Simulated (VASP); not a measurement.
A run of VASP 6.6.1 is set up as follows.

File INCAR:

```
SYSTEM = Pb
  ALGO = Fast
  EDIFF = 1E-6
  ENCUT = 520
  GGA = PE
  ISIF = 2
  ISMEAR = 0
  LASPH = .TRUE.
  LCHARG = .FALSE.
  LREAL = .FALSE.
  LWAVE = .FALSE.
  NBANDS = 28
  NELM = 80
  PREC = Accurate
  SIGMA = 0.1
```

The input KPOINTS:

```
k-points
0
G
  9 9 12
  0 0 0
```

POSCAR

```
Pb
1.0
    5.6817351866      0.0000000000      0.0000000000
   -2.8408675933      4.9205270092      0.0000000000
    0.0000000000      0.0000000000      3.4396140423
Pb
3
Direct
    0.0000000000      0.0000000000      0.0000000000
    0.3333333333      0.6666666667      0.5000000000
    0.6666666667      0.3333333333      0.5000000000
```

Potentials or basis: VASP PAW PBE potentials, release 64 (Pb_d).

Launch:

```sh
$ cat potpaw_PBE.64/Pb_d/POTCAR > POTCAR
$ mpirun -np 1 vasp_std > vasp.out
```

Problem. Predict the band gap on the k mesh.

Solution. Zero (band 21 reaches 8.37 eV, above the bottom of band 22 at 4.77 eV).

Problem. What does it give for the pressure?

Solution. 0.0 GPa.

Caveat: spin-orbit coupling is left out, which moves the levels of the heavy elements.
